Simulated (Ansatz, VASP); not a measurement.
One calculation of RbBi, two programs

```
Rb Bi
1.0
     4.68527    0.00000    0.00000
     0.00000    4.68527    0.00000
     0.00000    0.00000    3.85888
Rb Bi
1 1
Direct
  0.50000 0.50000 0.47409
  0.00000 0.00000 0.00000
```

Change from the starting cell: all Rb atoms moved -0.100 Å, as atom 1 along Cartesian [0 0 1].

Alike in both runs: task single point; functional LDA; k mesh 10 × 10 × 12; occupations gaussian, width 0.15 eV; no spin polarisation.

```csv
,VASP,Ansatz
version,VASP 6.6.1,Ansatz 0.2.0
potentials or method,"VASP PAW LDA potentials, release 64 (Rb_sv, Bi_d), cutoff 520 eV","scalar-relativistic, plane waves, PAW"
valence electrons in the cell,24,24
```

|  | VASP | Ansatz | Ansatz less VASP |
| --- | --- | --- | --- |
| gap on the k mesh at the Fermi level (eV) | none | none | - |
| pressure (GPa) | -2.4 | -2.4 | +0.01 |
| traceless stress, the component that is largest in VASP (GPa) | -1.00 | -1.00 | +0.005 |
| rms of the force components (eV/Å) | 0.054 | 0.053 | -0.0004 |

LDA's correlation is that of Perdew and Zunger in VASP and of Perdew and Wang (1992) in Ansatz. Atom by atom the forces differ by 0.000 eV/Å (rms over components). A gap of «none» marks a metal or a gap that the smearing closes.

Spin-orbit coupling is off throughout.
